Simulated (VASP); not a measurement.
# BN (Fm-3m) in VASP: notebook

Runs on BN. Level: r2SCAN. Tasks: single point.

Everything below comes from runs of VASP 6.6.1. Logs are shortened: lines on timing, memory, paths and dates and some standing lists are left out, and cuts for length are marked.

## 1. The cell of the first run

It takes space group Fm-3m (No. 225, cubic). The conventional cell has a = 3.492 Å, b = 3.492 Å, c = 3.492 Å, α = 90.00°, β = 90.00°, γ = 90.00°. B (site symmetry m-3m) has 6 N at 1.75 Å within 2.3 Å. N (site symmetry m-3m) has 6 B at 1.75 Å within 2.3 Å.

## 2. Single point, r2SCAN

The input, POSCAR:

```
BN
1.0
    0.0000000000      1.7458259350      1.7458259350
    1.7458259350      0.0000000000      1.7458259350
    1.7458259350      1.7458259350      0.0000000000
B N
1 1
Direct
    0.0000000000      0.0000000000      0.0000000000
    0.5000000000      0.5000000000      0.5000000000
```

The input, INCAR.step1:

```
SYSTEM = BN
PREC     = Accurate       ! precision mode
ENCUT    = 520            ! plane-wave cutoff, eV
ISMEAR   = 0              ! smearing method
SIGMA    = 0.01           ! smearing width, eV
LREAL    = .FALSE.        ! projectors in reciprocal space
LASPH    = .TRUE.         ! aspherical terms in the spheres
NELM     = 80             ! most SCF steps
NBANDS   = 11             ! bands
GGA      = PE             ! functional
ALGO     = Normal         ! electronic algorithm
EDIFF    = 1E-4           ! SCF threshold, eV
LWAVE    = .TRUE.         ! write WAVECAR
LCHARG   = .FALSE.        ! write CHGCAR
```

The input, INCAR.step2:

```
SYSTEM = BN
PREC     = Accurate       ! precision mode
ENCUT    = 520            ! plane-wave cutoff, eV
EDIFF    = 1E-6           ! SCF threshold, eV
ISMEAR   = 0              ! smearing method
SIGMA    = 0.01           ! smearing width, eV
LREAL    = .FALSE.        ! projectors in reciprocal space
LASPH    = .TRUE.         ! aspherical terms in the spheres
NELM     = 80             ! most SCF steps
ALGO     = Normal         ! electronic algorithm
ISIF     = 2              ! what is computed and relaxed
LWAVE    = .FALSE.        ! write WAVECAR
LCHARG   = .TRUE.         ! write CHGCAR
METAGGA  = R2SCAN         ! meta-GGA
LMIXTAU  = .TRUE.       
LELF     = .TRUE.         ! ELF
LVHAR    = .TRUE.       
NBANDS   = 11             ! bands
ISTART   = 1
```

The input, KPOINTS:

```
Automatic mesh
0
G
  8 8 8
  0 0 0
```

Potentials or basis: VASP PAW PBE potentials, release 64 (B, N).

Command:

```
> cat potpaw_PBE.64/B/POTCAR potpaw_PBE.64/N/POTCAR > POTCAR
> cp INCAR.step1 INCAR
> mpirun -np 1 vasp_std > vasp.out
> cp INCAR.step2 INCAR
> mpirun -np 1 vasp_std > vasp.out
```

OUTCAR:

```text
SYSTEM = BN
   PREC = Accurate
   ENCUT = 520
   EDIFF = 1E-6
   ISMEAR = 0
   LREAL = .FALSE.
   LASPH = .TRUE.
   NELM = 80
   ISIF = 2
   METAGGA = R2SCAN
   ISTART = 1

 ion  position               nearest neighbor table
   1  0.000  0.000  0.000-   2 1.75   2 1.75   2 1.75   2 1.75   2 1.75   2 1.75
   2  0.500  0.500  0.500-   1 1.75   1 1.75   1 1.75   1 1.75   1 1.75   1 1.75

  LATTYP: Found a face centered cubic cell.
 ALAT       =     3.4916518700

  Lattice vectors:

 A1 = (   0.0000000000,   1.7458259350,   1.7458259350)
 A2 = (   1.7458259350,   0.0000000000,   1.7458259350)
 A3 = (   1.7458259350,   1.7458259350,   0.0000000000)

Analysis of symmetry for initial positions (statically):
=====================================================================
 Subroutine PRICEL returns:
 Original cell was already a primitive cell.

 Routine SETGRP: Setting up the symmetry group for a
 face centered cubic supercell.

 Subroutine GETGRP returns: Found 48 space group operations
 (whereof 48 operations were pure point group operations)
 out of a pool of 48 trial point group operations.

The static configuration has the point symmetry O_h .

Analysis of symmetry for dynamics (positions and initial velocities):
=====================================================================
 Subroutine PRICEL returns:
 Original cell was already a primitive cell.

 Routine SETGRP: Setting up the symmetry group for a
 face centered cubic supercell.

 Subroutine GETGRP returns: Found 48 space group operations
 (whereof 48 operations were pure point group operations)
 out of a pool of 48 trial point group operations.

The dynamic configuration has the point symmetry O_h .

 Subroutine INISYM returns: Found 48 space group operations
 (whereof 48 operations are pure point group operations),
 and found     1 'primitive' translations

----------------------------------------------------------------------------------------

                                     Primitive cell

  volume of cell :      10.6422

  direct lattice vectors                    reciprocal lattice vectors
     0.000000000  1.745825935  1.745825935    -0.286397395  0.286397395  0.286397395
     1.745825935  0.000000000  1.745825935     0.286397395 -0.286397395  0.286397395
     1.745825935  1.745825935  0.000000000     0.286397395  0.286397395 -0.286397395

  length of vectors
     2.468970715  2.468970715  2.468970715     0.496054839  0.496054839  0.496054839

  position of ions in fractional coordinates (direct lattice)
     0.000000000  0.000000000  0.000000000
     0.500000000  0.500000000  0.500000000

  ion indices of the primitive-cell ions
   primitive index   ion index
                 1           1
                 2           2

----------------------------------------------------------------------------------------

 KPOINTS: Automatic mesh

Automatic generation of k-mesh.
 Grid dimensions read from file:
 generate k-points for:    8    8    8

 Generating k-lattice:

  Cartesian coordinates                     Fractional coordinates (reciprocal lattice)
    -0.035799674  0.035799674  0.035799674     0.125000000  0.000000000  0.000000000
     0.035799674 -0.035799674  0.035799674     0.000000000  0.125000000  0.000000000
     0.035799674  0.035799674 -0.035799674     0.000000000  0.000000000  0.125000000

  Length of vectors
     0.062006855  0.062006855  0.062006855

  Shift w.r.t. Gamma in fractional coordinates (k-lattice)
     0.000000000  0.000000000  0.000000000

 Subroutine IBZKPT returns following result:
 ===========================================

 Found     29 irreducible k-points:

 Following reciprocal coordinates:
            Coordinates               Weight
  0.000000  0.000000  0.000000      1.000000
  0.125000  0.000000  0.000000      8.000000
  0.250000  0.000000  0.000000      8.000000
  0.375000  0.000000  0.000000      8.000000
  0.500000  0.000000  0.000000      4.000000
  0.125000  0.125000  0.000000      6.000000
[... 16 lines left out ...]
  0.500000  0.250000  0.125000     48.000000
 -0.375000  0.250000  0.125000     24.000000
 [... further k-points ...]
   k-points           NKPTS =     29   k-points in BZ     NKDIM =     29   number of bands    NBANDS=     11
   number of dos      NEDOS =    301   number of ions     NIONS =      2
   total plane-waves  NPLWV =   5832
   dimension x,y,z NGX =    18 NGY =   18 NGZ =   18
   dimension x,y,z NGXF=    36 NGYF=   36 NGZF=   36
   ions per type =               1   1
   NGX,Y,Z   is equivalent  to a cutoff of  12.12, 12.12, 12.12 a.u.
   NGXF,Y,Z  is equivalent  to a cutoff of  24.24, 24.24, 24.24 a.u.
 SYSTEM =  BN
   PREC   = accura    normal or accurate (medium, high low for compatibility)
   ISTART =      1    job   : 0-new  1-cont  2-samecut
   ICHARG =      0    charge: 1-file 2-atom 10-const
   ISPIN  =      1    spin polarized calculation?
   LNONCOLLINEAR =      F non collinear calculations
   LSORBIT =      F    spin-orbit coupling
   LASPH  =      T    aspherical Exc in radial PAW
   ENCUT  =  520.0 eV  38.22 Ry    6.18 a.u.   4.59  4.59  4.59*2*pi/ulx,y,z
   NELM   =     80;   NELMIN=  2; NELMDL=  0     # of ELM steps
   EDIFF  = 0.1E-05   stopping-criterion for ELM
   LREAL  =      F    real-space projection
   EDIFFG = 0.1E-04   stopping-criterion for IOM
   NSW    =      0    number of steps for IOM
   IBRION =     -1    ionic relax: 0-MD 1-quasi-New 2-CG
   NFREE  =      0    steps in history (QN), initial steepest desc. (CG)
   ISIF   =      2    stress and relaxation
   ISYM   =      2    0-nonsym 1-usesym 2-fastsym
   POTIM  = 0.5000    time-step for ionic-motion
   TEBEG  =    0.0;   TEEND  =   0.0 temperature during run
   PSTRESS=    0.0 pullay stress
   NELECT =       8.0000    total number of electrons
   NUPDOWN=      -1.0000    fix difference up-down
   EMIN   =  10.00;   EMAX   =-10.00  energy-range for DOS
   EFERMI =   0.00;   METHOD = LEGACY
   ISMEAR =     0;   SIGMA  =   0.01  broadening in eV -4-tet -1-fermi 0-gaus
   EFERMI_NEDOS =   21; number of points for ismear=-14 and -15
   IALGO  =     38    algorithm
   IMIX   =      4    mixing-type and parameters
     AMIX     =   0.40;   BMIX     =  1.00
     AMIX_MAG =   1.60;   BMIX_MAG =  1.00
  volume/ion in A,a.u.               =       5.32        35.91
  Fermi-wavevector in a.u.,A,eV,Ry     =   1.488540  2.812933 30.147133  2.215752
  Thomas-Fermi vector in A             =   2.601562
   LORBIT       =      0    0 simple, 1 ext, 2 COOP (PROOUT), +10 PAW based schemes
   METAGGA = R2SCAN    functional components
   LHFCALC =     F    Hartree Fock is set to
   AEXX    =    0.0000 exact exchange contribution
   IVDW    =     0    specifies the selected vdW correction
   LEPSILON=     F    determine dielectric tensor
   LRPA    =     F    only Hartree local field effects (RPA)
 non-spin polarized calculation
 Gauss-broadening in eV      SIGMA  =   0.01
  energy-cutoff  :      520.00
  volume of cell :       10.64
 maximum number of plane-waves:       302
   NGX =  9   NGY =  9   NGZ =  9

 number of electron       7.9999998 magnetization

 Free energy of the ion-electron system (eV)
  ---------------------------------------------------
  ext. energy  EPLUGINS =         0.00000000
  ---------------------------------------------------
  free energy    TOTEN  =       -15.42666390 eV

  energy without entropy =      -15.42666390  energy(sigma->0) =      -15.42666390

 E-fermi :  10.3567     XC(G=0): -14.7033

 val. band max:       10.2244163909   @ k =  -0.2500   0.1250   0.0000
 cond. band min:      11.7048599972   @ k =   0.5000   0.5000   0.0000
 fundamental gap:      1.4804436063
 Fermi energy:        10.3566735788

 k-point     1 :       0.0000    0.0000    0.0000
  band No.  band energies     occupation
      1     -13.3423      2.00000
      2       9.4529      2.00000
      3       9.4529      2.00000
      4       9.4529      2.00000
      5      20.1950      0.00000
      6      23.5284      0.00000
      7      23.5286      0.00000
      8      23.5286      0.00000
      9      29.7683      0.00000
     10      29.7683      0.00000
     11      29.7683      0.00000

 k-point     2 :       0.1250    0.0000    0.0000
  band No.  band energies     occupation
      1     -12.8841      2.00000
      2       7.5674      2.00000
      3       9.4164      2.00000
      4       9.4164      2.00000
      5      20.5834      0.00000
      6      22.0065      0.00000
      7      22.0066      0.00000
      8      23.2703      0.00000
      9      29.1447      0.00000
     10      30.9222      0.00000
     11      30.9222      0.00000

 k-point     3 :       0.2500    0.0000    0.0000
  band No.  band energies     occupation
      1     -11.5418      2.00000
      2       3.5810      2.00000
      3       9.4059      2.00000
      4       9.4059      2.00000
      5      19.2464      0.00000
      6      19.2464      0.00000
      7      19.7616      0.00000
      8      24.0367      0.00000
      9      30.0272      0.00000
     10      34.0829      0.00000
     11      34.0829      0.00000

 k-point     4 :       0.3750    0.0000    0.0000
  band No.  band energies     occupation
      1      -9.4983      2.00000
      2      -0.5240      2.00000
      3       9.5304      2.00000
      4       9.5304      2.00000
      5      17.0146      0.00000
      6      17.0147      0.00000
      7      18.6951      0.00000
      8      24.8237      0.00000
      9      32.6059      0.00000
     10      38.8536      0.00000
     11      38.8536      0.00000

 k-point     5 :       0.5000    0.0000    0.0000
  band No.  band energies     occupation
      1      -7.9735      2.00000
      2      -2.7973      2.00000
      3       9.6392      2.00000
      4       9.6392      2.00000
      5      16.1472      0.00000
      6      16.1472      0.00000
      7      18.3033      0.00000
      8      25.0656      0.00000
      9      34.7021      0.00000
     10      40.5697      0.00000
     11      43.8626      0.00000
[... 211 lines left out ...]
 k-point    21 :       0.5000    0.5000    0.0000
  band No.  band energies     occupation
      1      -5.1390      2.00000
      2      -1.9659      2.00000
      3       4.4651      2.00000
      4       4.4651      2.00000
      5      11.7049      0.00000
      6      19.9626      0.00000
      7      26.2435      0.00000
      8      26.2435      0.00000
      9      28.0094      0.00000
     10      45.3918      0.00000
     11      47.0299      0.00000

 k-point    22 :       0.3750    0.2500    0.1250
  band No.  band energies     occupation
      1     -10.3490      2.00000
      2       3.7473      2.00000
      3       5.2435      2.00000
      4       8.6921      2.00000
      5      15.6277      0.00000
      6      20.6734      0.00000
      7      23.6038      0.00000
      8      23.9852      0.00000
      9      26.9034      0.00000
     10      37.4360      0.00000
     11      40.8509      0.00000

 k-point    23 :       0.5000    0.2500    0.1250
  band No.  band energies     occupation
      1      -8.3406      2.00000
      2       0.4203      2.00000
      3       4.4992      2.00000
      4       7.4593      2.00000
      5      16.0659      0.00000
      6      18.9523      0.00000
      7      23.1317      0.00000
      8      25.5504      0.00000
      9      29.3214      0.00000
     10      38.9809      0.00000
     11      40.9688      0.00000

 k-point    24 :      -0.3750    0.2500    0.1250
  band No.  band energies     occupation
      1      -6.8586      2.00000
      2      -1.7156      2.00000
      3       4.5906      2.00000
      4       6.6721      2.00000
      5      16.9709      0.00000
      6      17.7015      0.00000
      7      22.8429      0.00000
      8      26.2202      0.00000
      9      32.7582      0.00000
     10      34.5781      0.00000
     11      44.7056      0.00000

 [... further k-points ...]
[... 5 lines left out ...]
  --------------------------------------------------------------------------------------
  -------------------------------------------------------------------------------------
  Total        0.0254234      0.0254234      0.0254234     -0.0000000      0.0000000     -0.0000000
  in kB        3.8274599      3.8274599      3.8274599     -0.0000000      0.0000000     -0.0000000
  external PRESSURE =       3.8274599 kB  Pullay stress =       0.0000000 kB

 VOLUME and BASIS-vectors are now :
 -----------------------------------------------------------------------------
  energy-cutoff  :      520.00
  volume of cell :       10.64
      direct lattice vectors                 reciprocal lattice vectors
     0.000000000  1.745825935  1.745825935    -0.286397395  0.286397395  0.286397395
     1.745825935  0.000000000  1.745825935     0.286397395 -0.286397395  0.286397395
     1.745825935  1.745825935  0.000000000     0.286397395  0.286397395 -0.286397395

 POSITION                                       TOTAL-FORCE (eV/Angst)
 -----------------------------------------------------------------------------------
      0.00000      0.00000      0.00000         0.000000      0.000000     -0.000000
      1.74583      1.74583      1.74583        -0.000000     -0.000000      0.000000
 -----------------------------------------------------------------------------------
    total drift:                               -0.000000     -0.000000     -0.000000

  FREE ENERGIE OF THE ION-ELECTRON SYSTEM (eV)
  ---------------------------------------------------
  free  energy   TOTEN  =       -15.4266638951 eV

  energy  without entropy=      -15.4266638951  energy(sigma->0) =      -15.42666390
```

It used 10 s of CPU time on 1 thread of Intel Xeon 6975P-C, on a shared host.

Results:

| Item | Value |
| --- | --- |
| Free energy | -15.4267 eV |
| Pressure | 0.4 GPa |
| Band gap on the k mesh | 1.48 eV, indirect (least direct gap 6.51 eV) |

Levels at points of the mesh, in eV from the valence-band top:
```tsv
k point	band 1	band 2	band 3	band 4	band 5	band 6	band 7	band 8
(0.00, 0.00, 0.00)	-23.57	-0.77	-0.77	-0.77	9.97	13.30	13.30	13.30
(0.50, 0.00, 0.00)	-18.20	-13.02	-0.59	-0.59	5.92	5.92	8.08	14.84
(0.50, 0.50, 0.00)	-15.36	-12.19	-5.76	-5.76	1.48	9.74	16.02	16.02
```

Caveat: the PAW data sets were made with another functional, which shifts forces and pressure a little. A k mesh can miss the band edges.

## 3. Single point, r2SCAN

POSCAR is that of step 2.

The input, INCAR.step1:

```
SYSTEM = BN
PREC = Accurate
ENCUT = 520
ISMEAR = 1
SIGMA = 0.05
LREAL = .FALSE.
LASPH = .TRUE.
NELM = 100
NBANDS = 11
GGA = PE
ALGO = Normal
EDIFF = 1E-4
LWAVE = .TRUE.
LCHARG = .FALSE.
```

The input, INCAR.step2:

```
SYSTEM = BN
PREC = Accurate
ENCUT = 520
EDIFF = 1E-6
ISMEAR = 1
SIGMA = 0.05
LREAL = .FALSE.
LASPH = .TRUE.
NELM = 100
ALGO = Normal
ISIF = 2
LWAVE = .FALSE.
LCHARG = .FALSE.
METAGGA = R2SCAN
LMIXTAU = .TRUE.
NBANDS = 11
ISTART = 1
```

KPOINTS is that of step 2.

Potentials or basis: VASP PAW PBE potentials, release 64 (B, N).

Command:

```
> cat potpaw_PBE.64/B/POTCAR potpaw_PBE.64/N/POTCAR > POTCAR
> cp INCAR.step1 INCAR
> mpirun -np 1 vasp_std > vasp.out
> cp INCAR.step2 INCAR
> mpirun -np 1 vasp_std > vasp.out
```

It took 14 s on 1 thread of Intel Xeon 6975P-C, shared host; peak memory 0.11 GiB.

The run converged. Its results:

* Free energy: -15.4265 eV
* Pressure: 0.4 GPa
* Band gap on the k mesh: 1.48 eV, indirect (least direct gap 6.51 eV)

Levels at points of the mesh, in eV from the valence-band top:
| k point | band 1 | band 2 | band 3 | band 4 | band 5 | band 6 | band 7 | band 8 | band 9 |
| --- | --- | --- | --- | --- | --- | --- | --- | --- | --- |
| (0.00, 0.00, 0.00) | -23.57 | -0.77 | -0.77 | -0.77 | 9.97 | 13.30 | 13.30 | 13.30 | 19.54 |
| (0.50, 0.00, 0.00) | -18.20 | -13.02 | -0.59 | -0.59 | 5.92 | 5.92 | 8.08 | 14.84 | 24.48 |
| (0.50, 0.50, 0.00) | -15.36 | -12.19 | -5.76 | -5.76 | 1.48 | 9.74 | 16.02 | 16.02 | 17.79 |

Caveat: the PAW data sets were made with another functional, which shifts forces and pressure a little. A k mesh can miss the band edges.
